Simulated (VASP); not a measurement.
Input of a VASP 6.6.1 run:

Contents of INCAR:

```
PREC = Accurate ; ENCUT = 520
EDIFF = 1E-6 ; ISMEAR = 0
SIGMA = 0.1 ; LREAL = False
LASPH = True ; NELM = 100
ALGO = Normal ; ISIF = 2
LWAVE = False ; LCHARG = True
LELF = True ; LVHAR = True
NBANDS = 16
```

File KPOINTS:

```
Automatic mesh
0
Gamma
  8 8 8
```

POSCAR

```
ZnSe
1.0
    0.0000000000      2.8338000000      2.8338000000
    2.8338000000      0.0000000000      2.8338000000
    2.8338000000      2.8338000000      0.0000000000
Se Zn
1 1
Direct
    0.2500000000      0.2500000000      0.2500000000
    0.0000000000      0.0000000000      0.0000000000
```

Potentials or basis: VASP PAW LDA potentials, release 64 (Se, Zn).

Launch:

```bash
$ cat potpaw_LDA.64/Se/POTCAR potpaw_LDA.64/Zn/POTCAR > POTCAR
$ mpirun -np 1 vasp_std > vasp.out
```

Problem. Estimate the pressure.

Solution. -3.1 GPa.

Problem. Predict the band gap on the k mesh.

Solution. 1.07 eV, direct.
